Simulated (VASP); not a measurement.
# Pt (Fm-3m) in VASP: settings compared

Aim: see how the results for Pt move with the level of theory and the settings. Levels: r2SCAN, r2SCAN0. Tasks: single point.

Program: VASP 6.6.1. These are calculated values, not measurements. Logs are shortened: lines on timing, memory, paths and dates and some standing lists are left out, and cuts for length are marked.

## (1) The cell of the first run

The structure is cubic, space group Fm-3m (No. 225). Conventional cell: a = 3.941 Å, b = 3.941 Å, c = 3.941 Å, α = 90.00°, β = 90.00°, γ = 90.00°. Within 3.7 Å of Pt (site symmetry m-3m) lie 12 Pt at 2.79 Å.

## (2) Single point, r2SCAN

Input file POSCAR:

```
Pt
1.0
    0.0000000000      1.9705765475      1.9705765475
    1.9705765475      0.0000000000      1.9705765475
    1.9705765475      1.9705765475      0.0000000000
Pt
1
Direct
    0.0000000000      0.0000000000      0.0000000000
```

Input file INCAR.step1:

```
SYSTEM = Pt
ALGO     = Normal         ! electronic algorithm
EDIFF    = 1E-4           ! SCF threshold, eV
ENCUT    = 520            ! plane-wave cutoff, eV
GGA      = PE             ! functional
ISMEAR   = -1             ! smearing method
LASPH    = .TRUE.         ! aspherical terms in the spheres
LCHARG   = .FALSE.        ! write CHGCAR
LREAL    = .FALSE.        ! projectors in reciprocal space
LWAVE    = .TRUE.         ! write WAVECAR
NBANDS   = 11             ! bands
NELM     = 100            ! most SCF steps
PREC     = Accurate       ! precision mode
SIGMA    = 0.1            ! smearing width, eV
```

Input file INCAR.step2:

```
SYSTEM = Pt
ALGO     = Normal         ! electronic algorithm
EDIFF    = 1E-7           ! SCF threshold, eV
ENCUT    = 520            ! plane-wave cutoff, eV
ISIF     = 2              ! what is computed and relaxed
ISMEAR   = -1             ! smearing method
ISTART   = 1            
LASPH    = .TRUE.         ! aspherical terms in the spheres
LCHARG   = .FALSE.        ! write CHGCAR
LMIXTAU  = .TRUE.       
LREAL    = .FALSE.        ! projectors in reciprocal space
LWAVE    = .FALSE.        ! write WAVECAR
METAGGA  = R2SCAN         ! meta-GGA
NBANDS   = 11             ! bands
NELM     = 100            ! most SCF steps
PREC     = Accurate       ! precision mode
SIGMA    = 0.1            ! smearing width, eV
```

Input file KPOINTS:

```
k-points
0
G
  7 7 7
  0 0 0
```

Potentials or basis: VASP PAW PBE potentials, release 64 (Pt).

Command:

```console
cat potpaw_PBE.64/Pt/POTCAR > POTCAR
cp INCAR.step1 INCAR
mpirun -np 1 vasp_std > vasp.out
cp INCAR.step2 INCAR
mpirun -np 1 vasp_std > vasp.out
```

OUTCAR:

```text
SYSTEM = Pt
   EDIFF = 1E-7
   ENCUT = 520
   ISIF = 2
   ISMEAR = -1
   ISTART = 1
   LASPH = .TRUE.
   LREAL = .FALSE.
   METAGGA = R2SCAN
   NELM = 100
   PREC = Accurate

 ion  position               nearest neighbor table
   1  0.000  0.000  0.000-

  LATTYP: Found a face centered cubic cell.
 ALAT       =     3.9411530950

  Lattice vectors:

 A1 = (   0.0000000000,   1.9705765475,   1.9705765475)
 A2 = (   1.9705765475,   0.0000000000,   1.9705765475)
 A3 = (   1.9705765475,   1.9705765475,   0.0000000000)

Analysis of symmetry for initial positions (statically):
=====================================================================
 Subroutine PRICEL returns:
 Original cell was already a primitive cell.

 Routine SETGRP: Setting up the symmetry group for a
 face centered cubic supercell.

 Subroutine GETGRP returns: Found 48 space group operations
 (whereof 48 operations were pure point group operations)
 out of a pool of 48 trial point group operations.

The static configuration has the point symmetry O_h .

Analysis of symmetry for dynamics (positions and initial velocities):
=====================================================================
 Subroutine PRICEL returns:
 Original cell was already a primitive cell.

 Routine SETGRP: Setting up the symmetry group for a
 face centered cubic supercell.

 Subroutine GETGRP returns: Found 48 space group operations
 (whereof 48 operations were pure point group operations)
 out of a pool of 48 trial point group operations.

The dynamic configuration has the point symmetry O_h .

 Subroutine INISYM returns: Found 48 space group operations
 (whereof 48 operations are pure point group operations),
 and found     1 'primitive' translations

----------------------------------------------------------------------------------------

                                     Primitive cell

  volume of cell :      15.3042

  direct lattice vectors                    reciprocal lattice vectors
     0.000000000  1.970576548  1.970576548    -0.253732848  0.253732848  0.253732848
     1.970576548  0.000000000  1.970576548     0.253732848 -0.253732848  0.253732848
     1.970576548  1.970576548  0.000000000     0.253732848  0.253732848 -0.253732848

  length of vectors
     2.786816079  2.786816079  2.786816079     0.439478185  0.439478185  0.439478185

  position of ions in fractional coordinates (direct lattice)
     0.000000000  0.000000000  0.000000000

  ion indices of the primitive-cell ions
   primitive index   ion index
                 1           1

----------------------------------------------------------------------------------------

 KPOINTS: k-points

Automatic generation of k-mesh.
 Grid dimensions read from file:
 generate k-points for:    7    7    7

 Generating k-lattice:

  Cartesian coordinates                     Fractional coordinates (reciprocal lattice)
    -0.036247550  0.036247550  0.036247550     0.142857143  0.000000000  0.000000000
     0.036247550 -0.036247550  0.036247550     0.000000000  0.142857143  0.000000000
     0.036247550  0.036247550 -0.036247550     0.000000000  0.000000000  0.142857143

  Length of vectors
     0.062782598  0.062782598  0.062782598

  Shift w.r.t. Gamma in fractional coordinates (k-lattice)
     0.000000000  0.000000000  0.000000000

 Subroutine IBZKPT returns following result:
 ===========================================

 Found     20 irreducible k-points:

 Following reciprocal coordinates:
            Coordinates               Weight
  0.000000  0.000000  0.000000      1.000000
  0.142857  0.000000  0.000000      8.000000
  0.285714  0.000000  0.000000      8.000000
  0.428571  0.000000  0.000000      8.000000
  0.142857  0.142857  0.000000      6.000000
  0.285714  0.142857  0.000000     24.000000
[... 12 lines left out ...]
 -0.428571  0.428571  0.142857     24.000000
 -0.285714  0.428571  0.142857     24.000000
   k-points           NKPTS =     20   k-points in BZ     NKDIM =     20   number of bands    NBANDS=     11
   number of dos      NEDOS =    301   number of ions     NIONS =      1
   total plane-waves  NPLWV =  13824
   dimension x,y,z NGX =    24 NGY =   24 NGZ =   24
   dimension x,y,z NGXF=    48 NGYF=   48 NGZF=   48
   ions per type =               1
   NGX,Y,Z   is equivalent  to a cutoff of  14.32, 14.32, 14.32 a.u.
   NGXF,Y,Z  is equivalent  to a cutoff of  28.63, 28.63, 28.63 a.u.
 SYSTEM =  Pt
   PREC   = accura    normal or accurate (medium, high low for compatibility)
   ISTART =      1    job   : 0-new  1-cont  2-samecut
   ICHARG =      0    charge: 1-file 2-atom 10-const
   ISPIN  =      1    spin polarized calculation?
   LNONCOLLINEAR =      F non collinear calculations
   LSORBIT =      F    spin-orbit coupling
   LASPH  =      T    aspherical Exc in radial PAW
   ENCUT  =  520.0 eV  38.22 Ry    6.18 a.u.   5.18  5.18  5.18*2*pi/ulx,y,z
   NELM   =    100;   NELMIN=  2; NELMDL=  0     # of ELM steps
   EDIFF  = 0.1E-06   stopping-criterion for ELM
   LREAL  =      F    real-space projection
   EDIFFG = 0.1E-05   stopping-criterion for IOM
   NSW    =      0    number of steps for IOM
   IBRION =     -1    ionic relax: 0-MD 1-quasi-New 2-CG
   NFREE  =      0    steps in history (QN), initial steepest desc. (CG)
   ISIF   =      2    stress and relaxation
   ISYM   =      2    0-nonsym 1-usesym 2-fastsym
   POTIM  = 0.5000    time-step for ionic-motion
   TEBEG  =    0.0;   TEEND  =   0.0 temperature during run
   PSTRESS=    0.0 pullay stress
   NELECT =      10.0000    total number of electrons
   NUPDOWN=      -1.0000    fix difference up-down
   EMIN   =  10.00;   EMAX   =-10.00  energy-range for DOS
   EFERMI =   0.00;   METHOD = LEGACY
   ISMEAR =    -1;   SIGMA  =   0.10  broadening in eV -4-tet -1-fermi 0-gaus
   EFERMI_NEDOS =   21; number of points for ismear=-14 and -15
   IALGO  =     38    algorithm
   IMIX   =      4    mixing-type and parameters
     AMIX     =   0.40;   BMIX     =  1.00
     AMIX_MAG =   1.60;   BMIX_MAG =  1.00
  volume/ion in A,a.u.               =      15.30       103.28
  Fermi-wavevector in a.u.,A,eV,Ry     =   1.420599  2.684543 27.457940  2.018102
  Thomas-Fermi vector in A             =   2.541497
   LORBIT       =      0    0 simple, 1 ext, 2 COOP (PROOUT), +10 PAW based schemes
   METAGGA = R2SCAN    functional components
   LHFCALC =     F    Hartree Fock is set to
   AEXX    =    0.0000 exact exchange contribution
   IVDW    =     0    specifies the selected vdW correction
   LEPSILON=     F    determine dielectric tensor
   LRPA    =     F    only Hartree local field effects (RPA)
 non-spin polarized calculation
  energy-cutoff  :      520.00
  volume of cell :       15.30
 maximum number of plane-waves:       424
 NGX is ok and might be reduce to    24
   NGX = 11   NGY = 11   NGZ = 11

 number of electron      10.0000001 magnetization

 Free energy of the ion-electron system (eV)
  ---------------------------------------------------
  ext. energy  EPLUGINS =         0.00000000
  ---------------------------------------------------
  free energy    TOTEN  =       -51.50250979 eV

  energy without entropy =      -51.44606169  energy(sigma->0) =      -51.47428574

 E-fermi :  10.8583     XC(G=0): -14.5172

 val. band max:       10.8407308401   @ k =   0.4286   0.2857   0.0000
 cond. band min:      10.9152529575   @ k =  -0.2857   0.4286   0.1429
 fundamental gap:      0.0745221175
 Fermi energy:        10.8582518764

 k-point     1 :       0.0000    0.0000    0.0000
  band No.  band energies     occupation
      1       0.4178      2.00000
      2       6.9437      2.00000
      3       6.9437      2.00000
      4       6.9437      2.00000
      5       9.0613      2.00000
      6       9.0613      2.00000
      7      26.2541      0.00000
      8      31.3381      0.00000
      9      31.3381      0.00000
     10      31.3381      0.00000
     11      37.1302      0.00000

 k-point     2 :       0.1429    0.0000    0.0000
  band No.  band energies     occupation
      1       1.2261      2.00000
      2       6.6458      2.00000
      3       7.2156      2.00000
      4       7.2156      2.00000
      5       8.9559      2.00000
      6       8.9559      2.00000
      7      27.3544      0.00000
      8      28.2978      0.00000
      9      32.5474      0.00000
     10      32.5474      0.00000
     11      37.5218      0.00000

 k-point     3 :       0.2857    0.0000    0.0000
  band No.  band energies     occupation
      1       2.8737      2.00000
      2       6.8656      2.00000
      3       7.2395      2.00000
      4       7.2395      2.00000
      5       9.5232      2.00000
      6       9.5232      2.00000
      7      23.4001      0.00000
      8      27.6655      0.00000
      9      34.1023      0.00000
     10      34.1023      0.00000
     11      35.7711      0.00000

 k-point     4 :       0.4286    0.0000    0.0000
  band No.  band energies     occupation
      1       3.3398      2.00000
      2       6.9036      2.00000
      3       6.9036      2.00000
      4       9.5726      1.99999
      5      10.6053      1.85238
      6      10.6053      1.85238
      7      18.0479      0.00000
      8      26.1141      0.00000
      9      31.0816      0.00000
     10      31.0816      0.00000
     11      39.5118      0.00000

 k-point     5 :       0.1429    0.1429    0.0000
  band No.  band energies     occupation
      1       1.5046      2.00000
      2       6.2806      2.00000
      3       7.5156      2.00000
      4       7.5156      2.00000
      5       8.3491      2.00000
      6       9.3441      2.00000
      7      27.8858      0.00000
      8      29.7200      0.00000
      9      31.0940      0.00000
     10      31.0940      0.00000
     11      39.1368      0.00000
[... 155 lines left out ...]
 k-point    17 :       0.4286    0.2857    0.1429
  band No.  band energies     occupation
      1       4.4534      2.00000
      2       5.4672      2.00000
      3       6.6220      2.00000
      4       8.8948      2.00000
      5       9.0972      2.00000
      6      11.5666      0.00168
      7      23.5862      0.00000
      8      25.7795      0.00000
      9      28.5640      0.00000
     10      32.8628      0.00000
     11      34.8455      0.00000

 k-point    18 :      -0.4286    0.2857    0.1429
  band No.  band energies     occupation
      1       4.9386      2.00000
      2       5.8132      2.00000
      3       6.6541      2.00000
      4       8.4562      2.00000
      5      10.3993      1.97989
      6      14.3461      0.00000
      7      18.7041      0.00000
      8      24.7186      0.00000
      9      26.7148      0.00000
     10      31.8928      0.00000
     11      36.8694      0.00000

 k-point    19 :      -0.4286    0.4286    0.1429
  band No.  band energies     occupation
      1       4.4954      2.00000
      2       4.8445      2.00000
      3       7.7632      2.00000
      4       9.7323      1.99997
      5      10.9227      0.68828
      6      14.7984      0.00000
      7      20.0538      0.00000
      8      22.2636      0.00000
      9      24.1322      0.00000
     10      34.6715      0.00000
     11      34.7236      0.00000

 k-point    20 :      -0.2857    0.4286    0.1429
  band No.  band energies     occupation
      1       5.0186      2.00000
      2       5.6517      2.00000
      3       6.7653      2.00000
      4       8.8552      2.00000
      5      10.9153      0.72247
      6      16.8764      0.00000
      7      19.0309      0.00000
      8      20.6226      0.00000
      9      24.6698      0.00000
     10      33.8937      0.00000
     11      37.1764      0.00000

------------------------ aborting loop because EDIFF is reached ----------------------------------------

  FORCE on cell =-STRESS in cart. coord.  units (eV):
  Direction    XX          YY          ZZ          XY          YZ          ZX
  --------------------------------------------------------------------------------------
  -------------------------------------------------------------------------------------
  Total        0.2046224      0.2046224      0.2046224     -0.0000000      0.0000000     -0.0000000
  in kB       21.4216945     21.4216945     21.4216945     -0.0000000      0.0000000     -0.0000000
  external PRESSURE =      21.4216945 kB  Pullay stress =       0.0000000 kB

 VOLUME and BASIS-vectors are now :
 -----------------------------------------------------------------------------
  energy-cutoff  :      520.00
  volume of cell :       15.30
      direct lattice vectors                 reciprocal lattice vectors
     0.000000000  1.970576548  1.970576548    -0.253732848  0.253732848  0.253732848
     1.970576548  0.000000000  1.970576548     0.253732848 -0.253732848  0.253732848
     1.970576548  1.970576548  0.000000000     0.253732848  0.253732848 -0.253732848

 POSITION                                       TOTAL-FORCE (eV/Angst)
 -----------------------------------------------------------------------------------
      0.00000      0.00000      0.00000         0.000000      0.000000     -0.000000
 -----------------------------------------------------------------------------------
    total drift:                                0.000000     -0.000000     -0.000000

  FREE ENERGIE OF THE ION-ELECTRON SYSTEM (eV)
  ---------------------------------------------------
  free  energy   TOTEN  =       -51.5025097902 eV

  energy  without entropy=      -51.4460616877  energy(sigma->0) =      -51.47428574
```

Run time: 28 s. Hardware: 1 thread of Intel Xeon 8259CL, shared host; peak memory 0.15 GiB.

Results:

```
Free energy            : -51.5025 eV
Pressure               : 2.1 GPa
Band gap on the k mesh : zero (bands 5 and 6 overlap by 2.10 eV)
```

Caveat: the k points lie up to 0.39 Å⁻¹ apart, too coarse for converged energies and pressures of a metal; the PAW data sets were made with another functional, which shifts forces and pressure a little; spin-orbit coupling is left out, which moves the levels of the heavy elements.

[end of part 1 of 2]

The gap in the log of VASP goes by the Fermi energy; the results here count the filled bands.